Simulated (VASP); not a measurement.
# TiO2 (P4_2/mnm) in VASP: further runs, part 2 of 2

VASP 6.6.1. The steps go on from the part before.

**3. Vibrations by perturbation theory, PBE**

This run uses another cell than the first one, of 10.39 Å³/atom.

Contents of INCAR:

```
SYSTEM = TiO2
PREC     = Accurate       ! precision mode
ENCUT    = 520            ! plane-wave cutoff, eV
EDIFF    = 1E-8           ! SCF threshold, eV
ISMEAR   = 0              ! smearing method
SIGMA    = 0.01           ! smearing width, eV
LREAL    = .FALSE.        ! projectors in reciprocal space
LASPH    = .TRUE.         ! aspherical terms in the spheres
NELM     = 80             ! most SCF steps
ALGO     = Normal         ! electronic algorithm
ISIF     = 2              ! what is computed and relaxed
LWAVE    = .FALSE.        ! write WAVECAR
LCHARG   = .FALSE.        ! write CHGCAR
GGA      = PE             ! functional
IBRION   = 8              ! ionic algorithm
NSW      = 1              ! ionic steps
```

Contents of KPOINTS:

```
Automatic mesh
0
G
  5 5 7
  0 0 0
```

Contents of POSCAR:

```
TiO2
1.0
    4.5922000000      0.0000000000      0.0000000000
    0.0000000000      4.5922000000      0.0000000000
    0.0000000000      0.0000000000      2.9574000000
Ti O
2 4
Direct
    0.0000000000      0.0000000000      0.0000000000
    0.5000000000      0.5000000000      0.5000000000
    0.3049600000      0.3049600000      0.0000000000
    0.1950400000      0.8049600000      0.5000000000
    0.6950400000      0.6950400000      0.0000000000
    0.8049600000      0.1950400000      0.5000000000
```

Potentials or basis: VASP PAW PBE potentials, release 64 (Ti_sv, O).

Launch:

```console
$ cat potpaw_PBE.64/Ti_sv/POTCAR potpaw_PBE.64/O/POTCAR > POTCAR
$ mpirun -np 1 vasp_std > vasp.out
```

OUTCAR:

```text
SYSTEM = TiO2
   PREC = Accurate
   ENCUT = 520
   EDIFF = 1E-8
   ISMEAR = 0
   LREAL = .FALSE.
   LASPH = .TRUE.
   NELM = 80
   ISIF = 2
   GGA = PE
   IBRION = 8
   NSW = 1

 ion  position               nearest neighbor table
   1  0.000  0.000  0.000-   4 1.95   6 1.95   4 1.95   6 1.95   5 1.98   3 1.98
   2  0.500  0.500  0.500-   3 1.95   5 1.95   3 1.95   5 1.95   4 1.98   6 1.98
   3  0.305  0.305  0.000-   2 1.95   2 1.95   1 1.98
   4  0.195  0.805  0.500-   1 1.95   1 1.95   2 1.98
   5  0.695  0.695  0.000-   2 1.95   2 1.95   1 1.98
   6  0.805  0.195  0.500-   1 1.95   1 1.95   2 1.98

  LATTYP: Found a simple tetragonal cell.
 ALAT       =     4.5922000000
[... 1028 lines left out ...]
  5X    -1.153065   -0.745055    0.000000    1.954536    1.690231    0.000000    5.885223    5.485223    0.000000    5.763650   -0.905446    0.000000  -11.699513   -6.424928    0.000000   -0.750830    0.899974    0.000000
  5Y    -0.745055   -1.153065    0.000000    1.690231    1.954536    0.000000    5.485223    5.885223    0.000000    0.899974   -0.750830    0.000000   -6.424928  -11.699513    0.000000   -0.905446    5.763650    0.000000
  5Z     0.000000    0.000000   -0.182370    0.000000    0.000000    0.526623    0.000000    0.000000    3.765618    0.000000    0.000000    2.094800    0.000000    0.000000   -8.299471    0.000000    0.000000    2.094800
  6X     1.954536   -1.690231    0.000000   -1.153065    0.745055    0.000000    5.763650    0.905446    0.000000    5.885223   -5.485223    0.000000   -0.750830   -0.899974    0.000000  -11.699513    6.424928    0.000000
  6Y    -1.690231    1.954536    0.000000    0.745055   -1.153065    0.000000   -0.899974   -0.750830    0.000000   -5.485223    5.885223    0.000000    0.905446    5.763650    0.000000    6.424928  -11.699513    0.000000
  6Z     0.000000    0.000000    0.526623    0.000000    0.000000   -0.182370    0.000000    0.000000    2.094800    0.000000    0.000000    3.765618    0.000000    0.000000    2.094800    0.000000    0.000000   -8.299471

 Eigenvectors and eigenvalues of the dynamical matrix
 ----------------------------------------------------

   1 f  =   24.033752 THz   151.008518 2PiTHz  801.679674 cm-1    99.395567 meV
             X         Y         Z           dx          dy          dz
      0.000000  0.000000  0.000000    -0.000000   -0.000000   -0.000000
      2.296100  2.296100  1.478700     0.000000    0.000000   -0.000000
      1.400437  1.400437  0.000000    -0.353553   -0.353553    0.000000
      0.895663  3.696537  1.478700    -0.353553    0.353553    0.000000
      3.191763  3.191763  0.000000     0.353553    0.353553    0.000000
      3.696537  0.895663  1.478700     0.353553   -0.353553    0.000000
[... 145 lines left out ...]
  18 f/i=    0.007347 THz     0.046161 2PiTHz    0.245063 cm-1     0.030384 meV
             X         Y         Z           dx          dy          dz
      0.000000  0.000000  0.000000     0.000000   -0.000000   -0.548559
      2.296100  2.296100  1.478700     0.000000   -0.000000   -0.548559
      1.400437  1.400437  0.000000     0.000000   -0.000000   -0.315502
      0.895663  3.696537  1.478700     0.000000   -0.000000   -0.315502
      3.191763  3.191763  0.000000     0.000000   -0.000000   -0.315502
      3.696537  0.895663  1.478700     0.000000   -0.000000   -0.315502

--------------------------------------------------------------------------------------------------------

 ELASTIC MODULI CONTR FROM IONIC RELAXATION (kBar)
 Direction    XX          YY          ZZ          XY          YZ          ZX
 --------------------------------------------------------------------------------
 XX        -366.3782    179.9136   -133.2374      0.0000      0.0000      0.0000
 YY         179.9136   -366.3782   -133.2374     -0.0000     -0.0000     -0.0000
 ZZ        -133.2374   -133.2374   -190.4083      0.0000     -0.0000     -0.0000
 XY           0.0000     -0.0000     -0.0000     -7.0372      0.0000     -0.0000
 YZ           0.0000     -0.0000     -0.0000      0.0000   -320.2061     -0.0000
 ZX           0.0000     -0.0000     -0.0000     -0.0000     -0.0000   -216.1883
 --------------------------------------------------------------------------------
```

stdout:

```text
POSCAR found type information on POSCAR TiO
 POSCAR found :  2 types and       6 ions
 scaLAPACK will be used
 LDA part: xc-table for (Slater+PW92), standard interpolation
 POSCAR, INCAR and KPOINTS ok, starting setup
 FFT: planning ... GRIDC
 FFT: planning ... GRID_SOFT
 FFT: planning ... GRID
 WAVECAR not read
 entering main loop
 Linear response reoptimize wavefunctions to high precision
 Linear response DOF=           4
 Linear response progress:
 first order change of Fermi-energy   0.19945E-01
 force on displaced ion       1 direction 1 : -16.046   4.895   0.000
 Linear response progress:
 first order change of Fermi-energy   0.14337E-02
 force on displaced ion       1 direction 3 :  -0.000   0.000  -1.031
 Linear response progress:
 first order change of Fermi-energy   0.55162E-01
 force on displaced ion       3 direction 1 : -11.700  -6.425   0.000
 Linear response progress:
 first order change of Fermi-energy   0.53950E-01
 force on displaced ion       3 direction 3 :   0.020   0.020  -8.299
 Linear response finished
```

It took 12 min on 1 thread of Oxide Virtual Turin-like, shared host; peak memory 0.32 GiB.

Results:

```
Highest phonon frequency at Γ, LO-TO splitting left out : 802 cm⁻¹
```

Phonon frequencies in cm⁻¹ (negative: imaginary):
```csv
q point,frequencies
"(0.000, 0.000, 0.000)",0 0 0 85 99 102 102 128 371 371 386 420 453 453 481 481 600 802
```

Caveat: the cell stands under pressure or tension, which shifts response properties.
